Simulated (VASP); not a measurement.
A run of VASP 6.6.1:

INCAR

```
SYSTEM = HfO2
ALGO = Normal ; EDIFF = 1E-6
ENCUT = 600 ; GGA_COMPAT = .FALSE.
ISIF = 2 ; ISMEAR = 0
LASPH = .TRUE. ; LCHARG = .TRUE.
LELF = .TRUE. ; LREAL = .FALSE.
LVHAR = .TRUE. ; LWAVE = .FALSE.
NBANDS = 18 ; NELM = 120
PREC = Accurate ; SIGMA = 0.01
```

File KPOINTS:

```
k-points
0
G
  8 8 8
  0 0 0
```

POSCAR

```
HfO2
1.0
    0.0000000000      2.4383083904      2.4383083904
    2.4383083904      0.0000000000      2.4383083904
    2.4383083904      2.4383083904      0.0000000000
Hf O
1 2
Direct
    0.0000000000      0.0000000000      0.0000000000
    0.2500000000      0.2500000000      0.2500000000
    0.7500000000      0.7500000000      0.7500000000
```

Potentials or basis: VASP PAW LDA potentials, release 64 (Hf_pv, O).

Run with:

```console
$ cat potpaw_LDA.64/Hf_pv/POTCAR potpaw_LDA.64/O/POTCAR > POTCAR
$ mpirun -np 1 vasp_std > vasp.out
```

Hardware: 1 thread of Intel Xeon 6975P-C, on a shared host.

**Question.** How long does it take, and how much memory?

**Answer.** Wall time 13 s on 1 thread of Intel Xeon 6975P-C, on a shared host, peak memory 0.15 GiB. Counts: scf iterations 13, k points 29.
